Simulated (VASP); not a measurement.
# Ga4As3P (P-43m) in VASP: relaxation of cell and atoms with PBE

Aim: the relaxation of cell and atoms of Ga4As3P with PBE.

Everything below comes from runs of VASP 6.6.1. Logs are shortened: lines on timing, memory, paths and dates and some standing lists are left out, and cuts for length are marked.

## 1. The cell of the first run

The structure is cubic, space group P-43m (No. 215). Conventional cell: a = 5.682 Å, b = 5.682 Å, c = 5.682 Å, α = 90.00°, β = 90.00°, γ = 90.00°. Ga (site symmetry 3m) has 1 P at 2.42 Å and 3 As at 2.47 Å within 3.2 Å. Within 3.2 Å of P (site symmetry -43m) lie 4 Ga at 2.42 Å. Within 3.3 Å of As (site symmetry -42m) lie 4 Ga at 2.47 Å.

The cell was built from a structure type or drawn by symmetry, and may not be a known phase.

## 2. Relaxation of cell and atoms, PBE

INCAR reads:

```
PREC = Accurate ; ENCUT = 600
EDIFF = 1E-6 ; ISMEAR = 0
SIGMA = 0.02 ; LREAL = F
LASPH = T ; NELM = 80
ALGO = Normal ; ISIF = 3
LWAVE = F ; LCHARG = F
GGA = PE ; IBRION = 2
NSW = 100 ; EDIFFG = -0.01
```

KPOINTS reads:

```
Automatic mesh
0
Gamma
  6 6 6
```

POSCAR reads:

```
Ga4As3P
1.0
    5.6817612381      0.0000000000      0.0000000000
    0.0000000000      5.6817612381      0.0000000000
    0.0000000000      0.0000000000      5.6817612381
Ga P As
4 1 3
Direct
    0.7540067314      0.7540067314      0.2459932686
    0.7540067314      0.2459932686      0.7540067314
    0.2459932686      0.7540067314      0.7540067314
    0.2459932686      0.2459932686      0.2459932686
    0.0000000000      0.0000000000      0.0000000000
    0.0000000000      0.5000000000      0.5000000000
    0.5000000000      0.5000000000      0.0000000000
    0.5000000000      0.0000000000      0.5000000000
```

Potentials or basis: VASP PAW PBE potentials, release 64 (Ga_d, P, As).

Run with:

```console
cat potpaw_PBE.64/Ga_d/POTCAR potpaw_PBE.64/P/POTCAR potpaw_PBE.64/As/POTCAR > POTCAR
mpirun -np 1 vasp_std > vasp.out
```

OUTCAR:

```text
PREC = Accurate
   ENCUT = 600
   EDIFF = 1E-6
   ISMEAR = 0
   LREAL = F
   LASPH = T
   NELM = 80
   ISIF = 3
   GGA = PE
   IBRION = 2
   NSW = 100
   EDIFFG = -0.01

 ion  position               nearest neighbor table
   1  0.754  0.754  0.246-   5 2.42   6 2.47   7 2.47   8 2.47
   2  0.754  0.246  0.754-   5 2.42   6 2.47   7 2.47   8 2.47
   3  0.246  0.754  0.754-   5 2.42   6 2.47   7 2.47   8 2.47
   4  0.246  0.246  0.246-   5 2.42   6 2.47   7 2.47   8 2.47
   5  0.000  0.000  0.000-   1 2.42   2 2.42   3 2.42   4 2.42
   6  0.000  0.500  0.500-   1 2.47   2 2.47   3 2.47   4 2.47
   7  0.500  0.500  0.000-   1 2.47   2 2.47   3 2.47   4 2.47
   8  0.500  0.000  0.500-   1 2.47   2 2.47   3 2.47   4 2.47

  LATTYP: Found a simple cubic cell.
 ALAT       =     5.6817612381

  Lattice vectors:

 A1 = (   5.6817612381,   0.0000000000,   0.0000000000)
 A2 = (   0.0000000000,   5.6817612381,   0.0000000000)
 A3 = (   0.0000000000,   0.0000000000,   5.6817612381)

Analysis of symmetry for initial positions (statically):
=====================================================================
 Subroutine PRICEL returns:
 Original cell was already a primitive cell.

 Routine SETGRP: Setting up the symmetry group for a
 simple cubic supercell.

 Subroutine GETGRP returns: Found 24 space group operations
 (whereof 24 operations were pure point group operations)
 out of a pool of 48 trial point group operations.

The static configuration has the point symmetry T_d .

Analysis of symmetry for dynamics (positions and initial velocities):
=====================================================================
 Subroutine PRICEL returns:
 Original cell was already a primitive cell.

 Routine SETGRP: Setting up the symmetry group for a
 simple cubic supercell.

 Subroutine GETGRP returns: Found 24 space group operations
 (whereof 24 operations were pure point group operations)
 out of a pool of 48 trial point group operations.

The dynamic configuration has the point symmetry T_d .

 Subroutine INISYM returns: Found 24 space group operations
 (whereof 24 operations are pure point group operations),
 and found     1 'primitive' translations

----------------------------------------------------------------------------------------

                                     Primitive cell

  volume of cell :     183.4210

  direct lattice vectors                    reciprocal lattice vectors
     5.681761238  0.000000000  0.000000000     0.176001764  0.000000000  0.000000000
     0.000000000  5.681761238  0.000000000     0.000000000  0.176001764  0.000000000
     0.000000000  0.000000000  5.681761238     0.000000000  0.000000000  0.176001764

  length of vectors
     5.681761238  5.681761238  5.681761238     0.176001764  0.176001764  0.176001764

  position of ions in fractional coordinates (direct lattice)
     0.754006731  0.754006731  0.245993269
     0.754006731  0.245993269  0.754006731
     0.245993269  0.754006731  0.754006731
     0.245993269  0.245993269  0.245993269
     0.000000000  0.000000000  0.000000000
     0.000000000  0.500000000  0.500000000
     0.500000000  0.500000000  0.000000000
     0.500000000  0.000000000  0.500000000

  ion indices of the primitive-cell ions
   primitive index   ion index
                 1           1
                 2           2
                 3           3
                 4           4
                 5           5
                 6           6
                 7           7
                 8           8

----------------------------------------------------------------------------------------

 KPOINTS: Automatic mesh

Automatic generation of k-mesh.
 Grid dimensions read from file:
 generate k-points for:    6    6    6

 Generating k-lattice:

  Cartesian coordinates                     Fractional coordinates (reciprocal lattice)
     0.029333627  0.000000000  0.000000000     0.166666667  0.000000000  0.000000000
     0.000000000  0.029333627  0.000000000     0.000000000  0.166666667  0.000000000
     0.000000000  0.000000000  0.029333627     0.000000000  0.000000000  0.166666667

  Length of vectors
     0.029333627  0.029333627  0.029333627

  Shift w.r.t. Gamma in fractional coordinates (k-lattice)
     0.000000000  0.000000000  0.000000000

 Subroutine IBZKPT returns following result:
 ===========================================

 Found     20 irreducible k-points:

 Following reciprocal coordinates:
            Coordinates               Weight
  0.000000  0.000000  0.000000      1.000000
  0.166667  0.000000  0.000000      6.000000
  0.333333  0.000000  0.000000      6.000000
  0.500000  0.000000  0.000000      3.000000
  0.166667  0.166667  0.000000     12.000000
  0.333333  0.166667  0.000000     24.000000
[... 12 lines left out ...]
  0.500000  0.500000  0.333333      6.000000
  0.500000  0.500000  0.500000      1.000000
   k-points           NKPTS =     20   k-points in BZ     NKDIM =     20   number of bands    NBANDS=     43
   number of dos      NEDOS =    301   number of ions     NIONS =      8
   total plane-waves  NPLWV = 110592
   dimension x,y,z NGX =    48 NGY =   48 NGZ =   48
   dimension x,y,z NGXF=    96 NGYF=   96 NGZF=   96
   ions per type =               4   1   3
   NGX,Y,Z   is equivalent  to a cutoff of  14.04, 14.04, 14.04 a.u.
   NGXF,Y,Z  is equivalent  to a cutoff of  28.09, 28.09, 28.09 a.u.
 SYSTEM =  unknown system
   PREC   = accura    normal or accurate (medium, high low for compatibility)
   ISTART =      0    job   : 0-new  1-cont  2-samecut
   ICHARG =      2    charge: 1-file 2-atom 10-const
   ISPIN  =      1    spin polarized calculation?
   LNONCOLLINEAR =      F non collinear calculations
   LSORBIT =      F    spin-orbit coupling
   LASPH  =      T    aspherical Exc in radial PAW
   ENCUT  =  600.0 eV  44.10 Ry    6.64 a.u.  11.35 11.35 11.35*2*pi/ulx,y,z
   NELM   =     80;   NELMIN=  2; NELMDL= -5     # of ELM steps
   EDIFF  = 0.1E-05   stopping-criterion for ELM
   LREAL  =      F    real-space projection
   EDIFFG = -.1E-01   stopping-criterion for IOM
   NSW    =    100    number of steps for IOM
   IBRION =      2    ionic relax: 0-MD 1-quasi-New 2-CG
   NFREE  =      1    steps in history (QN), initial steepest desc. (CG)
   ISIF   =      3    stress and relaxation
   ISYM   =      2    0-nonsym 1-usesym 2-fastsym
   POTIM  = 0.5000    time-step for ionic-motion
   TEBEG  =    0.0;   TEEND  =   0.0 temperature during run
   PSTRESS=    0.0 pullay stress
   NELECT =      72.0000    total number of electrons
   NUPDOWN=      -1.0000    fix difference up-down
   EMIN   =  10.00;   EMAX   =-10.00  energy-range for DOS
   EFERMI =   0.00;   METHOD = LEGACY
   ISMEAR =     0;   SIGMA  =   0.02  broadening in eV -4-tet -1-fermi 0-gaus
   EFERMI_NEDOS =   21; number of points for ismear=-14 and -15
   IALGO  =     38    algorithm
   IMIX   =      4    mixing-type and parameters
     AMIX     =   0.40;   BMIX     =  1.00
     AMIX_MAG =   1.60;   BMIX_MAG =  1.00
  volume/ion in A,a.u.               =      22.93       154.72
  Fermi-wavevector in a.u.,A,eV,Ry     =   1.198678  2.265174 19.549258  1.436830
  Thomas-Fermi vector in A             =   2.334561
   LORBIT       =      0    0 simple, 1 ext, 2 COOP (PROOUT), +10 PAW based schemes
   GGA     = PE    functional components
   LHFCALC =     F    Hartree Fock is set to
   AEXX    =    0.0000 exact exchange contribution
   IVDW    =     0    specifies the selected vdW correction
   LEPSILON=     F    determine dielectric tensor
   LRPA    =     F    only Hartree local field effects (RPA)
 conjugate gradient relaxation of ions
 non-spin polarized calculation
 Gauss-broadening in eV      SIGMA  =   0.02
  energy-cutoff  :      600.00
  volume of cell :      183.42
 maximum number of plane-waves:      6152
 NGX is ok and might be reduce to    48
   NGX = 23   NGY = 23   NGZ = 23

--------------------------------------- Ionic step        1  -------------------------------------------

 number of electron      71.9999974 magnetization

 Free energy of the ion-electron system (eV)
  ---------------------------------------------------
  ext. energy  EPLUGINS =         0.00000000
  ---------------------------------------------------
  free energy    TOTEN  =       -33.89849642 eV

  energy without entropy =      -33.89849642  energy(sigma->0) =      -33.89849642

------------------------ aborting loop because EDIFF is reached ----------------------------------------

  FORCE on cell =-STRESS in cart. coord.  units (eV):
  Direction    XX          YY          ZZ          XY          YZ          ZX
  --------------------------------------------------------------------------------------
  -------------------------------------------------------------------------------------
  Total        0.1893300      0.1893300      0.1893300      0.0000000      0.0000000     -0.0000000
  in kB        1.6537932      1.6537932      1.6537932      0.0000000      0.0000000     -0.0000000
  external PRESSURE =       1.6537932 kB  Pullay stress =       0.0000000 kB
[... 237 lines left out ...]
  energy  without entropy=      -33.9001351853  energy(sigma->0) =      -33.90013519

--------------------------------------- Ionic step        7  -------------------------------------------

 number of electron      71.9999960 magnetization

 Free energy of the ion-electron system (eV)
  ---------------------------------------------------
  ext. energy  EPLUGINS =         0.00000000
  ---------------------------------------------------
  free energy    TOTEN  =       -33.90013158 eV

  energy without entropy =      -33.90013158  energy(sigma->0) =      -33.90013158

 E-fermi :   3.7763     XC(G=0):  -9.4469

 val. band max:        3.6911471033   @ k =   0.0000   0.0000   0.0000
 cond. band min:       4.1603349193   @ k =   0.0000   0.0000   0.0000
 fundamental gap:      0.4691878160
 Fermi energy:         3.7763073486

 k-point     1 :       0.0000    0.0000    0.0000
  band No.  band energies     occupation
      1     -11.0962      2.00000
      2     -11.0962      2.00000
      3     -11.0868      2.00000
      4     -10.9975      2.00000
      5     -10.9975      2.00000
      6     -10.9975      2.00000
[... 944 lines left out ...]
  FREE ENERGIE OF THE ION-ELECTRON SYSTEM (eV)
  ---------------------------------------------------
  free  energy   TOTEN  =       -33.9001315758 eV

  energy  without entropy=      -33.9001315758  energy(sigma->0) =      -33.90013158

 reached required accuracy - stopping structural energy minimisation
```

It took 12 min on 1 thread of Intel Xeon 8259CL, shared host; peak memory 0.45 GiB.

What came out:

```yaml
Free_energy: -33.9001 eV
Relaxed_volume: 23.00 Å³/atom
Relaxed_cell: a = 5.688 Å, b = 5.688 Å, c = 5.688 Å, α = 90.00°, β = 90.00°, γ = 90.00°
Space_group_after_relaxing_to_0.1_Å: P-43m (No. 215)
Energy_gained_by_relaxing: 0.2 meV/atom
Ionic_steps: 7
Pressure_after_relaxing: 0.0 GPa
Band_gap_on_the_k_mesh: 0.47 eV
```

The path:
```tsv
step	energy change (eV)	largest force (eV/Å)	pressure (GPa)	volume (Å³)
1	0.0000	0.0922	0.17	183.42
2	-0.0015	0.0327	0.01	184.05
3	-0.0015	0.0100	-0.11	184.30
4	-0.0015	0.0180	-0.07	184.23
5	-0.0015	0.0145	-0.09	184.25
6	-0.0016	0.0044	0.12	183.97
7	-0.0016	0.0016	-0.05	184.03
```

Final structure:
```
CELL_PARAMETERS angstrom
5.68807 0.00000 0.00000
0.00000 5.68807 0.00000
0.00000 0.00000 5.68807
ATOMIC_POSITIONS crystal
Ga 0.75472 0.75472 0.24528
Ga 0.75472 0.24528 0.75472
Ga 0.24528 0.75472 0.75472
Ga 0.24528 0.24528 0.24528
P 0.00000 0.00000 0.00000
As 0.00000 0.50000 0.50000
As 0.50000 0.50000 0.00000
As 0.50000 0.00000 0.50000
```
